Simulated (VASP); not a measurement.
# RbBr in VASP: a series of runs

The runs below take RbBr through single point, with PBE, r2SCAN.

Everything below comes from runs of VASP 6.6.1. Logs are shortened: lines on timing, memory, paths and dates and some standing lists are left out, and cuts for length are marked.

**1. The cell of the first run**

Symmetry: P4/mmm, No. 123, tetragonal system. Conventional cell: a = 4.124 Å, b = 4.124 Å, c = 4.057 Å, α = 90.00°, β = 90.00°, γ = 90.00°. Rb (site symmetry 4/mmm) has 8 Br at 3.55 Å and 6 Rb at 4.06 to 4.12 Å within 4.7 Å. Within 4.7 Å of Br (site symmetry 4/mmm) lie 8 Rb at 3.55 Å and 6 Br at 4.06 to 4.12 Å.

**2. Single point, PBE (uniaxial z strain -1.6%)**

INCAR

```
SYSTEM = RbBr
ALGO = Normal
EDIFF = 1E-6
ENCUT = 520
GGA = PE
ISIF = 2
ISMEAR = 0
LASPH = .True.
LCHARG = .False.
LREAL = .False.
LWAVE = .False.
NBANDS = 15
NELM = 80
PREC = Accurate
SIGMA = 0.01
```

KPOINTS

```
k-points
0
Gamma
  4 4 4
  0 0 0
```

POSCAR

```
RbBr
1.0
    4.1242532581      0.0000000000      0.0000000000
    0.0000000000      4.1242532581      0.0000000000
    0.0000000000      0.0000000000      4.0566155047
Rb Br
1 1
Direct
    0.0000000000      0.0000000000      0.0000000000
    0.5000000000      0.5000000000      0.5000000000
```

Potentials or basis: VASP PAW PBE potentials, release 64 (Rb_sv, Br).

On the command line:

```sh
$ cat potpaw_PBE.64/Rb_sv/POTCAR potpaw_PBE.64/Br/POTCAR > POTCAR
$ mpirun -np 1 vasp_std > vasp.out
```

OUTCAR:

```text
SYSTEM = RbBr
   EDIFF = 1E-6
   ENCUT = 520
   GGA = PE
   ISIF = 2
   ISMEAR = 0
   LASPH = .True.
   LREAL = .False.
   NELM = 80
   PREC = Accurate

 ion  position               nearest neighbor table
   1  0.000  0.000  0.000-   2 3.55   2 3.55   2 3.55   2 3.55   2 3.55   2 3.55   2 3.55   2 3.55

   2  0.500  0.500  0.500-   1 3.55   1 3.55   1 3.55   1 3.55   1 3.55   1 3.55   1 3.55   1 3.55

  LATTYP: Found a simple tetragonal cell.
 ALAT       =     4.1242532581
 C/A-ratio  =     0.9836000000

  Lattice vectors:

 A1 = (   4.1242532581,   0.0000000000,   0.0000000000)
 A2 = (   0.0000000000,   4.1242532581,   0.0000000000)
 A3 = (   0.0000000000,   0.0000000000,   4.0566155047)

Analysis of symmetry for initial positions (statically):
=====================================================================
 Subroutine PRICEL returns:
 Original cell was already a primitive cell.

 Routine SETGRP: Setting up the symmetry group for a
 simple tetragonal supercell.

 Subroutine GETGRP returns: Found 16 space group operations
 (whereof 16 operations were pure point group operations)
 out of a pool of 16 trial point group operations.

The static configuration has the point symmetry D_4h.

Analysis of symmetry for dynamics (positions and initial velocities):
=====================================================================
 Subroutine PRICEL returns:
 Original cell was already a primitive cell.

 Routine SETGRP: Setting up the symmetry group for a
 simple tetragonal supercell.

 Subroutine GETGRP returns: Found 16 space group operations
 (whereof 16 operations were pure point group operations)
 out of a pool of 16 trial point group operations.

The dynamic configuration has the point symmetry D_4h.

 Subroutine INISYM returns: Found 16 space group operations
 (whereof 16 operations are pure point group operations),
 and found     1 'primitive' translations

----------------------------------------------------------------------------------------

                                     Primitive cell

  volume of cell :      69.0009

  direct lattice vectors                    reciprocal lattice vectors
     4.124253258  0.000000000  0.000000000     0.242468136  0.000000000  0.000000000
     0.000000000  4.124253258  0.000000000     0.000000000  0.242468136  0.000000000
     0.000000000  0.000000000  4.056615505     0.000000000  0.000000000  0.246510915

  length of vectors
     4.124253258  4.124253258  4.056615505     0.242468136  0.242468136  0.246510915

  position of ions in fractional coordinates (direct lattice)
[... 8 lines left out ...]
----------------------------------------------------------------------------------------

 KPOINTS: k-points

Automatic generation of k-mesh.
 Grid dimensions read from file:
 generate k-points for:    4    4    4

 Generating k-lattice:

  Cartesian coordinates                     Fractional coordinates (reciprocal lattice)
     0.060617034  0.000000000  0.000000000     0.250000000  0.000000000  0.000000000
     0.000000000  0.060617034  0.000000000     0.000000000  0.250000000  0.000000000
     0.000000000  0.000000000  0.061627729     0.000000000  0.000000000  0.250000000

  Length of vectors
     0.060617034  0.060617034  0.061627729

  Shift w.r.t. Gamma in fractional coordinates (k-lattice)
     0.000000000  0.000000000  0.000000000

 Subroutine IBZKPT returns following result:
 ===========================================

 Found     18 irreducible k-points:

 Following reciprocal coordinates:
            Coordinates               Weight
  0.000000  0.000000  0.000000      1.000000
  0.250000  0.000000  0.000000      4.000000
  0.500000  0.000000  0.000000      2.000000
  0.250000  0.250000  0.000000      4.000000
  0.500000  0.250000  0.000000      4.000000
  0.500000  0.500000  0.000000      1.000000
[... 10 lines left out ...]
  0.500000  0.250000  0.500000      4.000000
  0.500000  0.500000  0.500000      1.000000
   k-points           NKPTS =     18   k-points in BZ     NKDIM =     18   number of bands    NBANDS=     15
   number of dos      NEDOS =    301   number of ions     NIONS =      2
   total plane-waves  NPLWV =  30720
   dimension x,y,z NGX =    32 NGY =   32 NGZ =   30
   dimension x,y,z NGXF=    64 NGYF=   64 NGZF=   60
   ions per type =               1   1
   NGX,Y,Z   is equivalent  to a cutoff of  12.90, 12.90, 12.29 a.u.
   NGXF,Y,Z  is equivalent  to a cutoff of  25.80, 25.80, 24.59 a.u.
 SYSTEM =  RbBr
   PREC   = accura    normal or accurate (medium, high low for compatibility)
   ISTART =      0    job   : 0-new  1-cont  2-samecut
   ICHARG =      2    charge: 1-file 2-atom 10-const
   ISPIN  =      1    spin polarized calculation?
   LNONCOLLINEAR =      F non collinear calculations
   LSORBIT =      F    spin-orbit coupling
   LASPH  =      T    aspherical Exc in radial PAW
   ENCUT  =  520.0 eV  38.22 Ry    6.18 a.u.   7.67  7.67  7.54*2*pi/ulx,y,z
[... 54 lines left out ...]
      2     -13.2220      2.00000
      3      -9.6433      2.00000
      4      -9.6433      2.00000
      5      -9.6282      2.00000
      6      -0.7568      2.00000
      7      -0.7568      2.00000
      8      -0.6710      2.00000
      9       3.5629      0.00000
     10       4.9497      0.00000
     11       5.0152      0.00000
     12       9.3043      0.00000
     13       9.4494      0.00000
     14       9.4494      0.00000
     15      12.0336      0.00000

 k-point     2 :       0.2500    0.0000    0.0000
  band No.  band energies     occupation
      1     -25.6480      2.00000
      2     -13.2230      2.00000
      3      -9.7065      2.00000
      4      -9.6185      2.00000
      5      -9.6047      2.00000
      6      -1.6699      2.00000
      7      -0.8031      2.00000
      8      -0.7090      2.00000
      9       4.8639      0.00000
     10       5.4626      0.00000
     11       6.1843      0.00000
     12       9.1626      0.00000
     13       9.2684      0.00000
     14       9.7760      0.00000
     15       9.9071      0.00000

 k-point     3 :       0.5000    0.0000    0.0000
  band No.  band energies     occupation
      1     -25.6375      2.00000
      2     -13.2271      2.00000
      3      -9.7577      2.00000
      4      -9.5934      2.00000
      5      -9.5809      2.00000
      6      -2.3395      2.00000
      7      -0.8518      2.00000
      8      -0.7494      2.00000
      9       6.2915      0.00000
     10       6.5979      0.00000
     11       7.1318      0.00000
     12       8.1508      0.00000
     13       9.3677      0.00000
     14       9.3941      0.00000
     15      10.2339      0.00000

 k-point     4 :       0.2500    0.2500    0.0000
  band No.  band energies     occupation
      1     -25.6381      2.00000
      2     -13.1780      2.00000
      3      -9.8029      2.00000
      4      -9.6801      2.00000
      5      -9.5848      2.00000
      6      -1.6613      2.00000
      7      -1.2795      2.00000
      8      -0.6744      2.00000
      9       5.3861      0.00000
     10       5.9211      0.00000
     11       7.0019      0.00000
     12       8.2920      0.00000
     13       8.6875      0.00000
     14       9.5267      0.00000
     15      10.0736      0.00000
[... 199 lines left out ...]
 k-point    16 :       0.2500    0.2500    0.5000
  band No.  band energies     occupation
      1     -25.6147      2.00000
      2     -13.0430      2.00000
      3      -9.9138      2.00000
      4      -9.7587      2.00000
      5      -9.7267      2.00000
      6      -1.9107      2.00000
      7      -1.4430      2.00000
      8      -1.1738      2.00000
      9       6.2116      0.00000
     10       6.7652      0.00000
     11       6.8442      0.00000
     12       8.3457      0.00000
     13       8.5731      0.00000
     14       8.9789      0.00000
     15      11.6011      0.00000

 k-point    17 :       0.5000    0.2500    0.5000
  band No.  band energies     occupation
      1     -25.6055      2.00000
      2     -12.9645      2.00000
      3      -9.9455      2.00000
      4      -9.9053      2.00000
      5      -9.7112      2.00000
      6      -1.8209      2.00000
      7      -1.7865      2.00000
      8      -1.3559      2.00000
      9       5.8968      0.00000
     10       7.1803      0.00000
     11       7.4123      0.00000
     12       7.4253      0.00000
     13       9.6880      0.00000
     14       9.7779      0.00000
     15      11.4161      0.00000

 k-point    18 :       0.5000    0.5000    0.5000
  band No.  band energies     occupation
      1     -25.5964      2.00000
      2     -12.9102      2.00000
      3      -9.9011      2.00000
      4      -9.8610      2.00000
      5      -9.8610      2.00000
      6      -1.9734      2.00000
      7      -1.9453      2.00000
      8      -1.9453      2.00000
      9       7.6939      0.00000
     10       7.6939      0.00000
     11       7.7661      0.00000
     12       8.8150      0.00000
     13       8.8150      0.00000
     14       8.9707      0.00000
     15      11.6786      0.00000

------------------------ aborting loop because EDIFF is reached ----------------------------------------

  FORCE on cell =-STRESS in cart. coord.  units (eV):
  Direction    XX          YY          ZZ          XY          YZ          ZX
  --------------------------------------------------------------------------------------
  -------------------------------------------------------------------------------------
  Total        0.4383639      0.4383639      0.6592040      0.0000000      0.0000000      0.0000000
  in kB       10.1786655     10.1786655     15.3065018      0.0000000      0.0000000      0.0000000
  external PRESSURE =      11.8879443 kB  Pullay stress =       0.0000000 kB

 VOLUME and BASIS-vectors are now :
 -----------------------------------------------------------------------------
  energy-cutoff  :      520.00
  volume of cell :       69.00
      direct lattice vectors                 reciprocal lattice vectors
     4.124253258  0.000000000  0.000000000     0.242468136  0.000000000  0.000000000
     0.000000000  4.124253258  0.000000000     0.000000000  0.242468136  0.000000000
     0.000000000  0.000000000  4.056615505     0.000000000  0.000000000  0.246510915

 POSITION                                       TOTAL-FORCE (eV/Angst)
 -----------------------------------------------------------------------------------
      0.00000      0.00000      0.00000         0.000000      0.000000      0.000000
      2.06213      2.06213      2.02831         0.000000      0.000000      0.000000
 -----------------------------------------------------------------------------------
    total drift:                                0.000000      0.000000     -0.000000

  FREE ENERGIE OF THE ION-ELECTRON SYSTEM (eV)
  ---------------------------------------------------
  free  energy   TOTEN  =        -5.9840054618 eV

  energy  without entropy=       -5.9840054618  energy(sigma->0) =       -5.98400546
```

It took 12 s on 1 thread of Intel Xeon Platinum 8375C at 2.90GHz (Ice Lake), shared host; peak memory 0.18 GiB.

Results:

```
Free energy            : -5.9840 eV
Pressure               : 1.2 GPa
Band gap on the k mesh : 4.09 eV, indirect (least direct gap 4.23 eV)
```

Caveat: the cell differs from its parent crystal (uniaxial z strain -1.6%). A k mesh can miss the band edges.

**3. Single point, PBE (uniaxial y strain +5.1%)**

INCAR

```
ALGO     = Normal         # electronic algorithm
EDIFF    = 1E-6           # SCF threshold, eV
ENCUT    = 520            # plane-wave cutoff, eV
GGA      = PE             # functional
ISIF     = 2              # what is computed and relaxed
ISMEAR   = 0              # smearing method
LASPH    = T              # aspherical terms in the spheres
LCHARG   = T              # write CHGCAR
LELF     = T              # ELF
LREAL    = F              # projectors in reciprocal space
LVHAR    = T            
LWAVE    = F              # write WAVECAR
NBANDS   = 15             # bands
NELM     = 100            # most SCF steps
PREC     = Accurate       # precision mode
SIGMA    = 0.01           # smearing width, eV
```

KPOINTS

```
k-points
0
Gamma
  4 4 4
```

POSCAR

```
RbBr
1.0
    4.1242532581      0.0000000000      0.0000000000
    0.0000000000      4.3358274503      0.0000000000
    0.0000000000      0.0000000000      4.1242532581
Rb Br
1 1
Direct
    0.0000000000      0.0000000000      0.0000000000
    0.5000000000      0.5000000000      0.5000000000
```

Potentials or basis: VASP PAW PBE potentials, release 64 (Rb_sv, Br).

On the command line:

```sh
$ cat potpaw_PBE.64/Rb_sv/POTCAR potpaw_PBE.64/Br/POTCAR > POTCAR
$ mpirun -np 1 vasp_std > vasp.out
```

Wall time 14 s (1 thread of Intel Xeon Platinum 8375C at 2.90GHz (Ice Lake), shared host); peak memory 0.18 GiB.

Results (log left out):

| Property | Result |
| --- | --- |
| Free energy | -5.9921 eV |
| Pressure | 0.1 GPa |
| Band gap on the k mesh | 3.82 eV, indirect (least direct gap 3.96 eV) |

Stress tensor (GPa, compression positive):
```
 0.55  0.00  0.00
 0.00 -0.88  0.00
 0.00  0.00  0.55
```

Levels at points of the mesh, in eV from the valence-band top:
```
           k point  band 4  band 5  band 6  band 7  band 8  band 9  band 10  band 11  band 12  band 13
(0.00, 0.00, 0.00)   -9.26   -9.26   -0.38   -0.14   -0.14    3.82     5.48     5.63     9.59     9.59
(0.50, 0.00, 0.00)   -9.24   -9.21   -1.68   -0.44   -0.17    6.76     6.79     7.45     8.62     9.42
(0.00, 0.50, 0.00)   -9.23   -9.23   -1.67   -0.22   -0.22    6.69     6.77     7.06     8.69     9.80
(0.50, 0.50, 0.00)   -9.47   -9.20   -1.12   -1.02    0.00    5.15     6.20     7.91     8.08    10.18
(0.50, 0.00, 0.50)   -9.55   -9.20   -1.07   -1.07   -0.20    5.31     5.85     7.54     7.54    10.43
(0.50, 0.50, 0.50)   -9.50   -9.40   -1.32   -1.32   -1.25    7.88     8.04     8.04     8.71     9.16
```

Caveat: the cell differs from its parent crystal (uniaxial y strain +5.1%). A k mesh can miss the band edges.

**4. Single point, PBE**

This run uses another cell than the first one, of 35.08 Å³/atom, 1.017 times its volume.

INCAR

```
  PREC = Accurate
  ENCUT = 520
  EDIFF = 1E-7
  ISMEAR = -1
  SIGMA = 0.02
  LREAL = False
  LASPH = True
  NELM = 60
  ALGO = Normal
  ISIF = 2
  LWAVE = False
  LCHARG = False
  GGA = PE
  NBANDS = 15
```

KPOINTS

```
Automatic mesh
0
Gamma
  6 6 6
```

POSCAR: that of step 3 with these lines changed.

```diff
@@ -3,3 +3,3 @@
     4.1242532581      0.0000000000      0.0000000000
-    0.0000000000      4.3358274503      0.0000000000
+    0.0000000000      4.1242532581      0.0000000000
     0.0000000000      0.0000000000      4.1242532581
```

On the command line:

```sh
$ cat potpaw_PBE.64/Rb_sv/POTCAR potpaw_PBE.64/Br/POTCAR > POTCAR
$ mpirun -np 1 vasp_std > vasp.out
```

Run time: 14 s. Hardware: 1 thread of Intel Xeon Platinum 8375C at 2.90GHz (Ice Lake), shared host; peak memory 0.18 GiB.

It converged, with:

| Quantity | Value |
| --- | --- |
| Free energy | -5.9953 eV |
| Pressure | 0.9 GPa |
| Band gap on the k mesh | 4.09 eV, indirect (least direct gap 4.24 eV) |

Levels at points of the mesh, in eV from the valence-band top:
```tsv
k point	band 4	band 5	band 6	band 7	band 8	band 9	band 10	band 11	band 12	band 13
(0.00, 0.00, 0.00)	-9.09	-9.09	-0.15	-0.15	-0.15	4.09	5.58	5.58	9.93	9.93
(0.50, 0.00, 0.00)	-9.04	-9.04	-1.72	-0.23	-0.23	6.89	7.10	7.65	8.71	9.85
(0.50, 0.50, 0.00)	-9.39	-9.00	-1.05	-1.05	0.00	5.31	6.22	7.97	7.97	10.82
(0.50, 0.50, 0.50)	-9.31	-9.31	-1.34	-1.34	-1.34	8.24	8.24	8.24	9.37	9.37
```

A k mesh can miss the band edges. PBE gaps usually lie below the measured ones, often by a third to a half.

**5. Single point, r2SCAN (strain -4.5%)**

POSCAR

```
RbBr
1.0
    3.9374245855      0.0000000000      0.0000000000
    0.0000000000      3.9374245855      0.0000000000
    0.0000000000      0.0000000000      3.9374245855
Rb Br
1 1
Direct
    0.0000000000      0.0000000000      0.0000000000
    0.5000000000      0.5000000000      0.5000000000
```

INCAR.step1

```
ALGO     = Normal         # electronic algorithm
EDIFF    = 1E-4           # SCF threshold, eV
ENCUT    = 520            # plane-wave cutoff, eV
GGA      = PE             # functional
ISMEAR   = 0              # smearing method
LASPH    = T              # aspherical terms in the spheres
LCHARG   = F              # write CHGCAR
LREAL    = F              # projectors in reciprocal space
LWAVE    = T              # write WAVECAR
NBANDS   = 15             # bands
NELM     = 80             # most SCF steps
PREC     = Accurate       # precision mode
SIGMA    = 0.01           # smearing width, eV
```

INCAR.step2

```
ALGO     = Normal         # electronic algorithm
EDIFF    = 1E-6           # SCF threshold, eV
ENCUT    = 520            # plane-wave cutoff, eV
ISIF     = 2              # what is computed and relaxed
ISMEAR   = 0              # smearing method
ISTART   = 1            
LASPH    = T              # aspherical terms in the spheres
LCHARG   = T              # write CHGCAR
LELF     = T              # ELF
LMIXTAU  = T            
LREAL    = F              # projectors in reciprocal space
LVHAR    = T            
LWAVE    = F              # write WAVECAR
METAGGA  = R2SCAN         # meta-GGA
NBANDS   = 15             # bands
NELM     = 80             # most SCF steps
PREC     = Accurate       # precision mode
SIGMA    = 0.01           # smearing width, eV
```

KPOINTS

```
k-points
0
Gamma
  6 6 6
```

On the command line:

```sh
$ cat potpaw_PBE.64/Rb_sv/POTCAR potpaw_PBE.64/Br/POTCAR > POTCAR
$ cp INCAR.step1 INCAR
$ mpirun -np 1 vasp_std > vasp.out
$ cp INCAR.step2 INCAR
$ mpirun -np 1 vasp_std > vasp.out
```

Run time: 58 s. Hardware: 1 thread of Intel Xeon Platinum 8375C at 2.90GHz (Ice Lake), shared host; peak memory 0.18 GiB.

It converged, with:

```
Free energy            : -31.0202 eV
Pressure               : 3.5 GPa
Band gap on the k mesh : 5.44 eV, indirect (least direct gap 5.59 eV)
```

Levels at points of the mesh, in eV from the valence-band top:
```tsv
k point	band 6	band 7	band 8	band 9	band 10	band 11
(0.00, 0.00, 0.00)	-0.15	-0.15	-0.15	5.44	5.91	5.91
(0.50, 0.00, 0.00)	-2.10	-0.30	-0.30	7.46	8.57	9.19
(0.50, 0.50, 0.00)	-1.22	-1.22	0.00	5.97	7.04	8.74
(0.50, 0.50, 0.50)	-1.73	-1.73	-1.73	9.43	9.43	9.43
```

Caveat: the cell differs from its parent crystal (strain -4.5%); the PAW data sets were made with another functional, which shifts forces and pressure a little.

**6. Summary**

```tsv
level	cell	k mesh	smearing	gap on the mesh (eV)	pressure (GPa)
PBE	a = 4.124, b = 4.124, c = 4.057 Å, 2 atoms	4 × 4 × 4	gaussian 0.01 eV	4.09	1.2
PBE	a = 4.124, b = 4.336 Å, 2 atoms	4 × 4 × 4	gaussian 0.01 eV	3.82	0.1
PBE	a = 4.124 Å, 2 atoms	6 × 6 × 6	fermi-dirac 0.02 eV	4.09	0.9
r2SCAN	a = 3.937 Å, 2 atoms	6 × 6 × 6	gaussian 0.01 eV	5.44	3.5
```

Alike in all rows: task single point; potentials or basis VASP PAW PBE potentials, release 64 (Rb_sv, Br); no spin polarisation; cutoff (eV) 520.

Caveats: the PAW data sets were made with another functional, which shifts forces and pressure a little (some runs).

Total energies depend on the potentials used, so only differences within one code and one set of settings carry meaning.
